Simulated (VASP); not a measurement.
Input of a VASP 6.6.1 run:

Contents of POSCAR:

```
Ru
1.0
    0.0000000000      2.6050000000      2.6050000000
    2.6050000000      0.0000000000      2.6050000000
    2.6050000000      2.6050000000      0.0000000000
Ru
2
Direct
    1.0000000000      1.0000000000      1.0000000000
    0.2500000000      0.2500000000      0.2500000000
```

File INCAR.step1:

```
PREC = Accurate
ENCUT = 550
ISMEAR = 0
SIGMA = 0.05
LREAL = F
LASPH = T
NELM = 120
GGA = PE
ALGO = Normal
EDIFF = 1E-5
LWAVE = T
LCHARG = F
GGA_COMPAT = F
IBRION = 2
ISIF = 3
EDIFFG = -0.005
NELMIN = 4
NSW = 100
```

INCAR.step2

```
PREC = Accurate
ENCUT = 550
EDIFF = 1E-7
ISMEAR = 0
SIGMA = 0.05
LREAL = F
LASPH = T
NELM = 120
ALGO = Normal
ISIF = 3
LWAVE = F
LCHARG = F
METAGGA = R2SCAN
LMIXTAU = T
IBRION = 2
NSW = 80
EDIFFG = -0.01
PSTRESS = 400.0
ISTART = 1
GGA_COMPAT = F
NELMIN = 4
```

KPOINTS

```
Automatic mesh
0
Gamma
  9 9 9
```

Potentials or basis: VASP PAW PBE potentials, release 64 (Ru_pv).

The run is started by

```bash
$ cat potpaw_PBE.64/Ru_pv/POTCAR > POTCAR
$ cp INCAR.step1 INCAR
$ mpirun -np 1 vasp_std > vasp.out
$ cp INCAR.step2 INCAR
$ mpirun -np 1 vasp_std > vasp.out
```

(1) Estimate the relaxed volume.

(2) Estimate the space group after relaxing (to 0.1 Å).

Results:

(1) 17.06 Å³/atom.

(2) Fd-3m (No. 227).

Caveat: the cell is relaxed towards a set pressure, so the run minimises the enthalpy, not the energy; the PAW data sets were made with another functional, which shifts forces and pressure a little.
